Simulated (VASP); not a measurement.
# CoH4 (Im-3m) in VASP: single point with PBE

Aim: the single point of CoH4 with PBE.

All numbers are computed with VASP 6.6.1; they aren't measurements. Logs are shortened: lines on timing, memory, paths and dates and some standing lists are left out, and cuts for length are marked.

**1. The cell of the first run**

The structure is cubic, space group Im-3m (No. 229). Conventional cell: a = 3.788 Å, b = 3.788 Å, c = 3.788 Å, α = 90.00°, β = 90.00°, γ = 90.00°. Within 2.2 Å of Co (site symmetry m-3m) lie 8 H at 1.64 Å. Within 2.2 Å of H (site symmetry -3m) lie 2 Co at 1.64 Å and 6 H at 1.89 Å.

**2. Single point, PBE, collinear spin, ferromagnetic start**

INCAR

```
SYSTEM = CoH4
PREC = Accurate
ENCUT = 600
EDIFF = 1E-6
ISMEAR = 0
SIGMA = 0.15
LREAL = .False.
LASPH = .True.
NELM = 200
ALGO = Normal
ISIF = 2
LWAVE = .False.
LCHARG = .False.
ISPIN = 2
MAGMOM = 3 0 0 0 0
LORBIT = 11
LMAXMIX = 4
GGA = PE
NBANDS = 18
GGA_COMPAT = .False.
```

KPOINTS

```
Automatic mesh
0
Gamma
  4 4 4
  0 0 0
```

POSCAR

```
CoH4
1.0
   -1.8939755474      1.8939755474      1.8939755474
    1.8939755474     -1.8939755474      1.8939755474
    1.8939755474      1.8939755474     -1.8939755474
Co H
1 4
Direct
    0.0000000000      0.0000000000      0.0000000000
    0.5000000000      0.5000000000      0.5000000000
    0.5000000000      0.0000000000      0.0000000000
    0.0000000000      0.0000000000      0.5000000000
    0.0000000000      0.5000000000      0.0000000000
```

Potentials or basis: VASP PAW PBE potentials, release 64 (Co, H).

Launch:

```console
$ cat potpaw_PBE.64/Co/POTCAR potpaw_PBE.64/H/POTCAR > POTCAR
$ mpirun -np 1 vasp_std > vasp.out
```

OUTCAR:

```text
SYSTEM = CoH4
   PREC = Accurate
   ENCUT = 600
   EDIFF = 1E-6
   ISMEAR = 0
   LREAL = .False.
   LASPH = .True.
   NELM = 200
   ISIF = 2
   ISPIN = 2
   LORBIT = 11
   GGA = PE

 ion  position               nearest neighbor table
   1  0.000  0.000  0.000-   2 1.64   3 1.64   4 1.64   5 1.64   4 1.64   5 1.64   3 1.64   2 1.64

   2  0.500  0.500  0.500-   1 1.64   1 1.64
   3  0.500  0.000  0.000-   1 1.64   1 1.64
   4  0.000  0.000  0.500-   1 1.64   1 1.64
   5  0.000  0.500  0.000-   1 1.64   1 1.64

  LATTYP: Found a body centered cubic cell.
 ALAT       =     3.7879510948

  Lattice vectors:

 A1 = (  -1.8939755474,   1.8939755474,   1.8939755474)
 A2 = (   1.8939755474,  -1.8939755474,   1.8939755474)
 A3 = (   1.8939755474,   1.8939755474,  -1.8939755474)

Analysis of symmetry for initial positions (statically):
=====================================================================
 Subroutine PRICEL returns:
 Original cell was already a primitive cell.

 Routine SETGRP: Setting up the symmetry group for a
 body centered cubic supercell.

 Subroutine GETGRP returns: Found 48 space group operations
 (whereof 48 operations were pure point group operations)
 out of a pool of 48 trial point group operations.

The static configuration has the point symmetry O_h .

Analysis of symmetry for dynamics (positions and initial velocities):
=====================================================================
 Subroutine PRICEL returns:
 Original cell was already a primitive cell.

 Routine SETGRP: Setting up the symmetry group for a
 body centered cubic supercell.

 Subroutine GETGRP returns: Found 48 space group operations
 (whereof 48 operations were pure point group operations)
 out of a pool of 48 trial point group operations.

The dynamic configuration has the point symmetry O_h .

Analysis of structural, dynamic, and magnetic symmetry:
=====================================================================
 Subroutine PRICEL returns:
 Original cell was already a primitive cell.

 Routine SETGRP: Setting up the symmetry group for a
 body centered cubic supercell.

 Subroutine GETGRP returns: Found 48 space group operations
 (whereof 48 operations were pure point group operations)
 out of a pool of 48 trial point group operations.

The overall configuration has the point symmetry O_h .

 Subroutine INISYM returns: Found 48 space group operations
 (whereof 48 operations are pure point group operations),
 and found     1 'primitive' translations

----------------------------------------------------------------------------------------

                                     Primitive cell

  volume of cell :      27.1758

  direct lattice vectors                    reciprocal lattice vectors
    -1.893975547  1.893975547  1.893975547     0.000000000  0.263994961  0.263994961
     1.893975547 -1.893975547  1.893975547     0.263994961  0.000000000  0.263994961
     1.893975547  1.893975547 -1.893975547     0.263994961  0.263994961  0.000000000

  length of vectors
     3.280461876  3.280461876  3.280461876     0.373345254  0.373345254  0.373345254

  position of ions in fractional coordinates (direct lattice)
     0.000000000  0.000000000  0.000000000
     0.500000000  0.500000000  0.500000000
     0.500000000  0.000000000  0.000000000
     0.000000000  0.000000000  0.500000000
     0.000000000  0.500000000  0.000000000

  ion indices of the primitive-cell ions
   primitive index   ion index
                 1           1
                 2           2
                 3           3
                 4           4
                 5           5

----------------------------------------------------------------------------------------

 KPOINTS: Automatic mesh

Automatic generation of k-mesh.
 Grid dimensions read from file:
 generate k-points for:    4    4    4

 Generating k-lattice:

  Cartesian coordinates                     Fractional coordinates (reciprocal lattice)
     0.000000000  0.065998740  0.065998740     0.250000000  0.000000000  0.000000000
     0.065998740  0.000000000  0.065998740     0.000000000  0.250000000  0.000000000
     0.065998740  0.065998740  0.000000000     0.000000000  0.000000000  0.250000000

  Length of vectors
     0.093336313  0.093336313  0.093336313

  Shift w.r.t. Gamma in fractional coordinates (k-lattice)
     0.000000000  0.000000000  0.000000000

 Subroutine IBZKPT returns following result:
 ===========================================

 Found      8 irreducible k-points:

 Following reciprocal coordinates:
            Coordinates               Weight
  0.000000  0.000000  0.000000      1.000000
  0.250000  0.000000  0.000000     12.000000
  0.500000  0.000000  0.000000      6.000000
  0.250000  0.250000  0.000000     24.000000
  0.250000  0.250000  0.250000      2.000000
 -0.250000  0.250000  0.250000      6.000000
  0.500000  0.500000  0.250000     12.000000
  0.500000  0.500000  0.500000      1.000000
   k-points           NKPTS =      8   k-points in BZ     NKDIM =      8   number of bands    NBANDS=     18
   number of dos      NEDOS =    301   number of ions     NIONS =      5
   total plane-waves  NPLWV =  21952
   dimension x,y,z NGX =    28 NGY =   28 NGZ =   28
   dimension x,y,z NGXF=    56 NGYF=   56 NGZF=   56
   ions per type =               1   4
   NGX,Y,Z   is equivalent  to a cutoff of  14.19, 14.19, 14.19 a.u.
   NGXF,Y,Z  is equivalent  to a cutoff of  28.38, 28.38, 28.38 a.u.
 SYSTEM =  CoH4
   PREC   = accura    normal or accurate (medium, high low for compatibility)
   ISTART =      0    job   : 0-new  1-cont  2-samecut
   ICHARG =      2    charge: 1-file 2-atom 10-const
   ISPIN  =      2    spin polarized calculation?
   LNONCOLLINEAR =      F non collinear calculations
   LSORBIT =      F    spin-orbit coupling
   LASPH  =      T    aspherical Exc in radial PAW
   ENCUT  =  600.0 eV  44.10 Ry    6.64 a.u.   6.55  6.55  6.55*2*pi/ulx,y,z
   NELM   =    200;   NELMIN=  2; NELMDL= -5     # of ELM steps
   EDIFF  = 0.1E-05   stopping-criterion for ELM
   LREAL  =      F    real-space projection
   EDIFFG = 0.1E-04   stopping-criterion for IOM
   NSW    =      0    number of steps for IOM
   IBRION =     -1    ionic relax: 0-MD 1-quasi-New 2-CG
   NFREE  =      0    steps in history (QN), initial steepest desc. (CG)
   ISIF   =      2    stress and relaxation
   ISYM   =      2    0-nonsym 1-usesym 2-fastsym
   POTIM  = 0.5000    time-step for ionic-motion
   TEBEG  =    0.0;   TEEND  =   0.0 temperature during run
   PSTRESS=    0.0 pullay stress
   NELECT =      13.0000    total number of electrons
   NUPDOWN=      -1.0000    fix difference up-down
   EMIN   =  10.00;   EMAX   =-10.00  energy-range for DOS
   EFERMI =   0.00;   METHOD = LEGACY
   ISMEAR =     0;   SIGMA  =   0.15  broadening in eV -4-tet -1-fermi 0-gaus
   EFERMI_NEDOS =   21; number of points for ismear=-14 and -15
   IALGO  =     38    algorithm
   IMIX   =      4    mixing-type and parameters
     AMIX     =   0.40;   BMIX     =  1.00
     AMIX_MAG =   1.60;   BMIX_MAG =  1.00
  volume/ion in A,a.u.               =       5.44        36.68
  Fermi-wavevector in a.u.,A,eV,Ry     =   1.280349  2.419508 22.303931  1.639293
  Thomas-Fermi vector in A             =   2.412782
   LORBIT       =     11    0 simple, 1 ext, 2 COOP (PROOUT), +10 PAW based schemes
   GGA     = PE    functional components
   LHFCALC =     F    Hartree Fock is set to
   AEXX    =    0.0000 exact exchange contribution
   IVDW    =     0    specifies the selected vdW correction
   LEPSILON=     F    determine dielectric tensor
   LRPA    =     F    only Hartree local field effects (RPA)
 spin polarized calculation
 Gauss-broadening in eV      SIGMA  =   0.15
  energy-cutoff  :      600.00
  volume of cell :       27.18
 maximum number of plane-waves:       935
 NGX is ok and might be reduce to    28
   NGX = 13   NGY = 13   NGZ = 13

 number of electron      12.9999994 magnetization       0.7489783

 Free energy of the ion-electron system (eV)
  ---------------------------------------------------
  ext. energy  EPLUGINS =         0.00000000
  ---------------------------------------------------
  free energy    TOTEN  =       -18.39730188 eV

  energy without entropy =      -18.38185428  energy(sigma->0) =      -18.38957808

 E-fermi :   3.1693     XC(G=0): -10.9123

 val. band max:        2.8897084909   @ k =   0.5000   0.0000   0.0000
 cond. band min:       3.2604818687   @ k =   0.2500   0.2500   0.0000
 fundamental gap:      0.3707733778
 Fermi energy:         3.1693287213

 spin component 1

 k-point     1 :       0.0000    0.0000    0.0000
  band No.  band energies     occupation
      1      -7.3983      1.00000
      2      -0.6243      1.00000
      3      -0.6243      1.00000
      4      -0.6243      1.00000
      5       2.3535      1.00000
      6       2.3535      1.00000
[... 10 lines left out ...]
     17      20.7979      0.00000
     18      24.0158      0.00000

 k-point     2 :       0.2500    0.0000    0.0000
  band No.  band energies     occupation
      1      -6.1708      1.00000
      2      -0.9002      1.00000
      3      -0.8754      1.00000
      4       0.2257      1.00000
      5       2.1908      1.00000
      6       2.3387      1.00000
[... 10 lines left out ...]
     17      25.3788      0.00000
     18      27.0006      0.00000
[... 106 lines left out ...]
 k-point     8 :       0.5000    0.5000    0.5000
  band No.  band energies     occupation
      1      -0.2322      1.00000
      2      -0.2322      1.00000
      3      -0.2322      1.00000
      4       1.0738      1.00000
      5       1.0739      1.00000
      6       1.9107      1.00000
[... 10 lines left out ...]
     17      28.7693      0.00000
     18      28.7693      0.00000
 Fermi energy:         3.1693287213

 spin component 2

 k-point     1 :       0.0000    0.0000    0.0000
  band No.  band energies     occupation
      1      -7.3074      1.00000
      2      -0.0556      1.00000
      3      -0.0556      1.00000
      4      -0.0556      1.00000
      5       2.7345      0.99998
      6       2.7346      0.99998
[... 10 lines left out ...]
     17      20.8264      0.00000
     18      24.1312      0.00000

 k-point     2 :       0.2500    0.0000    0.0000
  band No.  band energies     occupation
      1      -6.0775      1.00000
      2      -0.4218      1.00000
      3      -0.3664      1.00000
      4       0.8189      1.00000
      5       2.5688      1.00000
      6       2.7202      0.99999
[... 10 lines left out ...]
     17      25.4389      0.00000
     18      27.0498      0.00000
[... 106 lines left out ...]
 k-point     8 :       0.5000    0.5000    0.5000
  band No.  band energies     occupation
      1      -0.1462      1.00000
      2      -0.1462      1.00000
      3      -0.1462      1.00000
      4       1.3728      1.00000
      5       1.3729      1.00000
      6       2.7885      0.99983
[... 10 lines left out ...]
     17      28.8635      0.00000
     18      28.8635      0.00000

------------------------ aborting loop because EDIFF is reached ----------------------------------------

  FORCE on cell =-STRESS in cart. coord.  units (eV):
  Direction    XX          YY          ZZ          XY          YZ          ZX
  --------------------------------------------------------------------------------------
  -------------------------------------------------------------------------------------
  Total       -0.0723091     -0.0723091     -0.0723091      0.0000000      0.0000000     -0.0000000
  in kB       -4.2630514     -4.2630514     -4.2630514      0.0000000      0.0000000     -0.0000000
  external PRESSURE =      -4.2630514 kB  Pullay stress =       0.0000000 kB

 VOLUME and BASIS-vectors are now :
 -----------------------------------------------------------------------------
  energy-cutoff  :      600.00
  volume of cell :       27.18
      direct lattice vectors                 reciprocal lattice vectors
    -1.893975547  1.893975547  1.893975547     0.000000000  0.263994961  0.263994961
     1.893975547 -1.893975547  1.893975547     0.263994961  0.000000000  0.263994961
     1.893975547  1.893975547 -1.893975547     0.263994961  0.263994961  0.000000000

 POSITION                                       TOTAL-FORCE (eV/Angst)
 -----------------------------------------------------------------------------------
      0.00000      0.00000      0.00000        -0.000000      0.000000     -0.000000
      0.94699      0.94699      0.94699         0.000000      0.000000      0.000000
     -0.94699      0.94699      0.94699        -0.000000     -0.000000      0.000000
      0.94699      0.94699     -0.94699         0.000000      0.000000     -0.000000
      0.94699     -0.94699      0.94699        -0.000000      0.000000     -0.000000
 -----------------------------------------------------------------------------------
    total drift:                               -0.000000     -0.000000     -0.000000

  FREE ENERGIE OF THE ION-ELECTRON SYSTEM (eV)
  ---------------------------------------------------
  free  energy   TOTEN  =       -18.3973018760 eV

  energy  without entropy=      -18.3818542837  energy(sigma->0) =      -18.38957808

 total charge

# of ion       s       p       d       tot
------------------------------------------
    1        0.498   0.570   7.450   8.518
    2        0.511   0.019   0.000   0.530
    3        0.511   0.019   0.000   0.530
    4        0.511   0.019   0.000   0.530
    5        0.511   0.019   0.000   0.530
--------------------------------------------------
tot          2.540   0.648   7.450  10.638

 magnetization (x)

# of ion       s       p       d       tot
------------------------------------------
    1        0.047   0.021   0.644   0.712
    2        0.001   0.003   0.000   0.004
    3        0.001   0.003   0.000   0.004
    4        0.001   0.003   0.000   0.004
    5        0.001   0.003   0.000   0.004
--------------------------------------------------
tot          0.053   0.032   0.644   0.728
```

It took 24 s on 1 thread of Intel Xeon 8259CL, shared host; peak memory 0.17 GiB.

What came out:

| Item | Value |
| --- | --- |
| Free energy | -18.3973 eV |
| Pressure | -0.4 GPa |
| Net moment | 0.75 μB per cell |
| Site moments | Co +0.71; H +0.00 μB |
| Valence electrons inside the program's atomic spheres | Co 8.52; H 0.53 |

Caveat: the k points lie up to 0.59 Å⁻¹ apart.
